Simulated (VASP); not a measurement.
# As in VASP: notebook

As is run at these levels: LDA; tasks: single point.

Program: VASP 6.6.1. These are calculated values, not measurements. Logs are shortened: lines on timing, memory, paths and dates and some standing lists are left out, and cuts for length are marked.

### 1 The cell of the first run

The cell holds a slab with vacuum, 2 atoms: a = 3.689 Å, b = 3.689 Å, c = 28.000 Å, α = 90.00°, β = 90.00°, γ = 120.00°.

### 2 Single point, LDA

INCAR reads:

```
  PREC = Accurate
  ENCUT = 520
  EDIFF = 1E-7
  ISMEAR = 0
  SIGMA = 0.02
  LREAL = False
  LASPH = True
  NELM = 100
  ALGO = Normal
  ISIF = 2
  LWAVE = False
  LCHARG = False
  LDIPOL = True
  IDIPOL = 3
  DIPOL = 0.5 0.5 0.500
  NBANDS = 12
```

KPOINTS reads:

```
regular mesh
0
Gamma
  9 9 1
```

POSCAR reads:

```
As
1.0
    3.6890000000      0.0000000000      0.0000000000
   -1.8445000000      3.1947677146      0.0000000000
    0.0000000000      0.0000000000     28.0000000000
As
2
Direct
    0.3333333333      0.6666666667      0.5000000000
    0.6666666667      0.3333333333      0.5000000000
```

Potentials or basis: VASP PAW LDA potentials, release 64 (As).

Run with:

```bash
$ cat potpaw_LDA.64/As/POTCAR > POTCAR
$ mpirun -np 1 vasp_std > vasp.out
```

OUTCAR:

```text
PREC = Accurate
   ENCUT = 520
   EDIFF = 1E-7
   ISMEAR = 0
   LREAL = False
   LASPH = True
   NELM = 100
   ISIF = 2

 ion  position               nearest neighbor table
   1  0.333  0.667  0.500-   2 2.13   2 2.13   2 2.13
   2  0.667  0.333  0.500-   1 2.13   1 2.13   1 2.13

  LATTYP: Found a hexagonal cell.
 ALAT       =     3.6890000000
 C/A-ratio  =     7.5901328273

  Lattice vectors:

 A1 = (   3.6890000000,   0.0000000000,   0.0000000000)
 A2 = (  -1.8445000000,   3.1947677146,   0.0000000000)
 A3 = (   0.0000000000,   0.0000000000,  28.0000000000)

Analysis of symmetry for initial positions (statically):
=====================================================================
 Subroutine PRICEL returns:
 Original cell was already a primitive cell.

 Routine SETGRP: Setting up the symmetry group for a
 hexagonal supercell.

 Subroutine GETGRP returns: Found 24 space group operations
 (whereof 24 operations were pure point group operations)
 out of a pool of 24 trial point group operations.

The static configuration has the point symmetry D_6h.

Analysis of symmetry for dynamics (positions and initial velocities):
=====================================================================
 Subroutine PRICEL returns:
 Original cell was already a primitive cell.

 Routine SETGRP: Setting up the symmetry group for a
 hexagonal supercell.

 Subroutine GETGRP returns: Found 24 space group operations
 (whereof 24 operations were pure point group operations)
 out of a pool of 24 trial point group operations.

The dynamic configuration has the point symmetry D_6h.

 Subroutine INISYM returns: Found 24 space group operations
 (whereof 24 operations are pure point group operations),
 and found     1 'primitive' translations

----------------------------------------------------------------------------------------

                                     Primitive cell

  volume of cell :     329.9939

  direct lattice vectors                    reciprocal lattice vectors
     3.689000000  0.000000000  0.000000000     0.271076172  0.156505901  0.000000000
    -1.844500000  3.194767715  0.000000000     0.000000000  0.313011802  0.000000000
     0.000000000  0.000000000 28.000000000     0.000000000  0.000000000  0.035714286

  length of vectors
     3.689000000  3.689000000 28.000000000     0.313011802  0.313011802  0.035714286

  position of ions in fractional coordinates (direct lattice)
     0.333333333  0.666666667  0.500000000
     0.666666667  0.333333333  0.500000000

  ion indices of the primitive-cell ions
   primitive index   ion index
                 1           1
                 2           2

----------------------------------------------------------------------------------------

 KPOINTS: regular mesh

Automatic generation of k-mesh.
 Grid dimensions read from file:
 generate k-points for:    9    9    1

 Generating k-lattice:

  Cartesian coordinates                     Fractional coordinates (reciprocal lattice)
     0.030119575  0.017389545  0.000000000     0.111111111  0.000000000  0.000000000
     0.000000000  0.034779089  0.000000000     0.000000000  0.111111111  0.000000000
     0.000000000  0.000000000  0.035714286     0.000000000  0.000000000  1.000000000

  Length of vectors
     0.034779089  0.034779089  0.035714286

  Shift w.r.t. Gamma in fractional coordinates (k-lattice)
     0.000000000  0.000000000  0.000000000

 Subroutine IBZKPT returns following result:
 ===========================================

 Found     12 irreducible k-points:

 Following reciprocal coordinates:
            Coordinates               Weight
  0.000000  0.000000  0.000000      1.000000
  0.111111  0.000000  0.000000      6.000000
  0.222222 -0.000000  0.000000      6.000000
  0.333333  0.000000  0.000000      6.000000
  0.444444 -0.000000  0.000000      6.000000
  0.111111  0.111111  0.000000      6.000000
  0.222222  0.111111  0.000000     12.000000
  0.333333  0.111111  0.000000     12.000000
  0.444444  0.111111  0.000000      6.000000
  0.222222  0.222222  0.000000      6.000000
  0.333333  0.222222  0.000000     12.000000
  0.333333  0.333333  0.000000      2.000000
   k-points           NKPTS =     12   k-points in BZ     NKDIM =     12   number of bands    NBANDS=     12
   number of dos      NEDOS =    301   number of ions     NIONS =      2
   total plane-waves  NPLWV = 164640
   dimension x,y,z NGX =    28 NGY =   28 NGZ =  210
   dimension x,y,z NGXF=    56 NGYF=   56 NGZF=  420
   ions per type =               2
   NGX,Y,Z   is equivalent  to a cutoff of  12.62, 12.62, 12.47 a.u.
   NGXF,Y,Z  is equivalent  to a cutoff of  25.24, 25.24, 24.94 a.u.
 SYSTEM =  unknown system
   PREC   = accura    normal or accurate (medium, high low for compatibility)
   ISTART =      0    job   : 0-new  1-cont  2-samecut
   ICHARG =      2    charge: 1-file 2-atom 10-const
   ISPIN  =      1    spin polarized calculation?
   LNONCOLLINEAR =      F non collinear calculations
   LSORBIT =      F    spin-orbit coupling
   LASPH  =      T    aspherical Exc in radial PAW
   ENCUT  =  520.0 eV  38.22 Ry    6.18 a.u.   6.86  6.86 52.06*2*pi/ulx,y,z
   NELM   =    100;   NELMIN=  2; NELMDL= -5     # of ELM steps
   EDIFF  = 0.1E-06   stopping-criterion for ELM
   LREAL  =      F    real-space projection
   EDIFFG = 0.1E-05   stopping-criterion for IOM
   NSW    =      0    number of steps for IOM
   IBRION =     -1    ionic relax: 0-MD 1-quasi-New 2-CG
   NFREE  =      0    steps in history (QN), initial steepest desc. (CG)
   ISIF   =      2    stress and relaxation
   ISYM   =      2    0-nonsym 1-usesym 2-fastsym
   POTIM  = 0.5000    time-step for ionic-motion
   TEBEG  =    0.0;   TEEND  =   0.0 temperature during run
   PSTRESS=    0.0 pullay stress
   NELECT =      10.0000    total number of electrons
   NUPDOWN=      -1.0000    fix difference up-down
   EMIN   =  10.00;   EMAX   =-10.00  energy-range for DOS
   EFERMI =   0.00;   METHOD = LEGACY
   ISMEAR =     0;   SIGMA  =   0.02  broadening in eV -4-tet -1-fermi 0-gaus
   EFERMI_NEDOS =   21; number of points for ismear=-14 and -15
   IALGO  =     38    algorithm
   IMIX   =      4    mixing-type and parameters
     AMIX     =   0.40;   BMIX     =  1.00
     AMIX_MAG =   1.60;   BMIX_MAG =  1.00
  volume/ion in A,a.u.               =     165.00      1113.45
  Fermi-wavevector in a.u.,A,eV,Ry     =   0.510395  0.964506  3.544355  0.260503
  Thomas-Fermi vector in A             =   1.523376
   LORBIT       =      0    0 simple, 1 ext, 2 COOP (PROOUT), +10 PAW based schemes
   GGA     = CA    functional components
   LHFCALC =     F    Hartree Fock is set to
   AEXX    =    0.0000 exact exchange contribution
   IVDW    =     0    specifies the selected vdW correction
   LEPSILON=     F    determine dielectric tensor
   LRPA    =     F    only Hartree local field effects (RPA)
 non-spin polarized calculation
 Gauss-broadening in eV      SIGMA  =   0.02
  energy-cutoff  :      520.00
  volume of cell :      329.99
 maximum number of plane-waves:      8925
 NGX is ok and might be reduce to    28
   NGX = 13   NGY = 13   NGZ =105

 dipolmoment           0.000000      0.000000      0.000000 electrons x Angstroem

 number of electron      10.0000000 magnetization

 dipolmoment           0.000000      0.000000     -0.000000 electrons x Angstroem

 Free energy of the ion-electron system (eV)
  ---------------------------------------------------
  ext. energy  EPLUGINS =         0.00000000
  ---------------------------------------------------
  free energy    TOTEN  =        -7.06082868 eV

  energy without entropy =       -7.05861693  energy(sigma->0) =       -7.05972281

 E-fermi :  -3.0729     XC(G=0):  -1.6465

 val. band max:       -3.3348413634   @ k =   0.1111   0.1111   0.0000
 cond. band min:      -3.0703806296   @ k =   0.3333   0.1111   0.0000
 fundamental gap:      0.2644607338
 Fermi energy:        -3.0728965742

 k-point     1 :       0.0000    0.0000    0.0000
  band No.  band energies     occupation
      1     -19.7989      2.00000
      2      -8.5024      2.00000
      3      -7.5199      2.00000
      4      -7.5199      2.00000
      5      -5.8361      2.00000
      6      -1.4676      0.00000
      7      -1.4676      0.00000
      8      -0.5148      0.00000
      9       0.9756      0.00000
     10       1.3081      0.00000
     11       1.7044      0.00000
     12       1.8572      0.00000

 k-point     2 :       0.1111    0.0000    0.0000
  band No.  band energies     occupation
      1     -19.6372      2.00000
      2      -9.2086      2.00000
      3      -8.3368      2.00000
      4      -7.8142      2.00000
      5      -4.4272      2.00000
      6      -1.4478      0.00000
      7      -0.8349      0.00000
      8      -0.3224      0.00000
      9       1.0872      0.00000
     10       1.1551      0.00000
     11       1.4901      0.00000
     12       1.8839      0.00000

 k-point     3 :       0.2222   -0.0000    0.0000
  band No.  band energies     occupation
      1     -19.1587      2.00000
      2     -11.4039      2.00000
      3      -8.4127      2.00000
      4      -7.8495      2.00000
      5      -3.8867      2.00000
      6      -0.5167      0.00000
      7      -0.1259      0.00000
      8       0.2470      0.00000
      9       0.7714      0.00000
     10       1.6733      0.00000
     11       2.0357      0.00000
     12       2.4199      0.00000

 k-point     4 :       0.3333    0.0000    0.0000
  band No.  band energies     occupation
      1     -18.3970      2.00000
      2     -13.3786      2.00000
      3      -8.9456      2.00000
      4      -7.0823      2.00000
      5      -4.2265      2.00000
      6      -2.2223      0.00000
      7       1.0707      0.00000
      8       2.3493      0.00000
      9       2.5093      0.00000
     10       2.9444      0.00000
     11       2.9465      0.00000
     12       3.2971      0.00000

 k-point     5 :       0.4444   -0.0000    0.0000
  band No.  band energies     occupation
      1     -17.5347      2.00000
      2     -14.8625      2.00000
      3      -9.2415      2.00000
      4      -6.2308      2.00000
      5      -4.4877      2.00000
      6      -3.5837      2.00000
      7       2.2497      0.00000
      8       3.4141      0.00000
      9       3.5851      0.00000
     10       4.2166      0.00000
     11       4.3072      0.00000
     12       4.7334      0.00000

 k-point     6 :       0.1111    0.1111    0.0000
  band No.  band energies     occupation
      1     -19.3167      2.00000
      2     -10.7728      2.00000
      3      -8.4221      2.00000
      4      -8.0099      2.00000
      5      -3.3348      2.00000
      6      -1.5123      0.00000
      7      -0.0300      0.00000
      8       0.0382      0.00000
      9       0.7446      0.00000
     10       1.4941      0.00000
     11       1.8538      0.00000
     12       2.2393      0.00000

 k-point     7 :       0.2222    0.1111    0.0000
  band No.  band energies     occupation
      1     -18.6910      2.00000
      2     -12.6152      2.00000
      3      -9.1953      2.00000
      4      -7.3768      2.00000
      5      -3.0521      0.14120
      6      -1.5652      0.00000
      7      -0.2741      0.00000
      8       0.7418      0.00000
      9       2.1299      0.00000
     10       2.5809      0.00000
     11       2.9181      0.00000
     12       3.1248      0.00000

 k-point     8 :       0.3333    0.1111    0.0000
  band No.  band energies     occupation
      1     -17.8292      2.00000
      2     -14.2906      2.00000
      3      -9.7201      2.00000
      4      -6.5171      2.00000
      5      -3.3511      2.00000
      6      -3.0704      0.85880
      7       1.7498      0.00000
      8       2.0497      0.00000
      9       2.5341      0.00000
     10       3.5856      0.00000
     11       3.6708      0.00000
     12       4.1310      0.00000

 k-point     9 :       0.4444    0.1111    0.0000
  band No.  band energies     occupation
      1     -17.2048      2.00000
      2     -15.1974      2.00000
      3      -9.9007      2.00000
      4      -5.9083      2.00000
      5      -3.9100      2.00000
      6      -3.4801      2.00000
      7       2.4434      0.00000
      8       2.8082      0.00000
      9       3.2215      0.00000
     10       4.5405      0.00000
     11       4.7267      0.00000
     12       4.9939      0.00000

 k-point    10 :       0.2222    0.2222    0.0000
  band No.  band energies     occupation
      1     -17.9409      2.00000
      2     -13.9562      2.00000
      3     -10.1803      2.00000
      4      -6.6260      2.00000
      5      -2.7880      0.00000
      6      -1.3794      0.00000
      7      -0.3944      0.00000
      8       1.5893      0.00000
      9       1.9924      0.00000
     10       3.3566      0.00000
     11       3.4892      0.00000
     12       3.9432      0.00000

 k-point    11 :       0.3333    0.2222    0.0000
  band No.  band energies     occupation
      1     -17.0383      2.00000
      2     -15.1933      2.00000
      3     -10.7301      2.00000
      4      -5.7377      2.00000
      5      -3.9411      2.00000
      6      -1.2335      0.00000
      7       1.4269      0.00000
      8       1.6362      0.00000
      9       2.6728      0.00000
     10       4.4749      0.00000
     11       4.5153      0.00000
     12       4.7484      0.00000

 k-point    12 :       0.3333    0.3333    0.0000
  band No.  band energies     occupation
      1     -16.1206      2.00000
      2     -16.1206      2.00000
      3     -11.1411      2.00000
      4      -4.8423      2.00000
      5      -4.8423      2.00000
      6       0.9759      0.00000
      7       1.0615      0.00000
      8       1.0615      0.00000
      9       2.4238      0.00000
     10       4.1660      0.00000
     11       4.1660      0.00000
     12       5.3196      0.00000

------------------------ aborting loop because EDIFF is reached ----------------------------------------

 vacuum level on the upper side and lower side of the slab       (xc-potential included)        -0.011        -0.011

  FORCE on cell =-STRESS in cart. coord.  units (eV):
  Direction    XX          YY          ZZ          XY          YZ          ZX
  --------------------------------------------------------------------------------------
  -------------------------------------------------------------------------------------
  Total       16.3866981     16.3866981     -0.0019213      0.0000000     -0.0000000      0.0000000
  in kB       79.5602359     79.5602359     -0.0093284      0.0000000     -0.0000000      0.0000000
  external PRESSURE =      53.0370478 kB  Pullay stress =       0.0000000 kB

 VOLUME and BASIS-vectors are now :
 -----------------------------------------------------------------------------
  energy-cutoff  :      520.00
  volume of cell :      329.99
      direct lattice vectors                 reciprocal lattice vectors
     3.689000000  0.000000000  0.000000000     0.271076172  0.156505901  0.000000000
    -1.844500000  3.194767715  0.000000000     0.000000000  0.313011802  0.000000000
     0.000000000  0.000000000 28.000000000     0.000000000  0.000000000  0.035714286

 POSITION                                       TOTAL-FORCE (eV/Angst)
 -----------------------------------------------------------------------------------
     -0.00000      2.12985     14.00000         0.000000     -0.000000      0.000000
      1.84450      1.06492     14.00000        -0.000000      0.000000      0.000000
 -----------------------------------------------------------------------------------
    total drift:                               -0.000000      0.000000     -0.000000

  FREE ENERGIE OF THE ION-ELECTRON SYSTEM (eV)
  ---------------------------------------------------
  free  energy   TOTEN  =        -7.0608286835 eV

  energy  without entropy=       -7.0586169286  energy(sigma->0) =       -7.05972281

 vacuum level on the upper side and lower side of the slab         1.256         1.256
```

Run time: 97 s. Hardware: 1 thread of Intel Xeon Platinum 8375C at 2.90GHz (Ice Lake), shared host; peak memory 0.3 GiB.

Results:

```
Free energy            : -7.0608 eV
Band gap on the k mesh : zero (band 5 reaches -2.79 eV, above the bottom of band 6 at -3.58 eV)
```

[end of part 1 of 2]
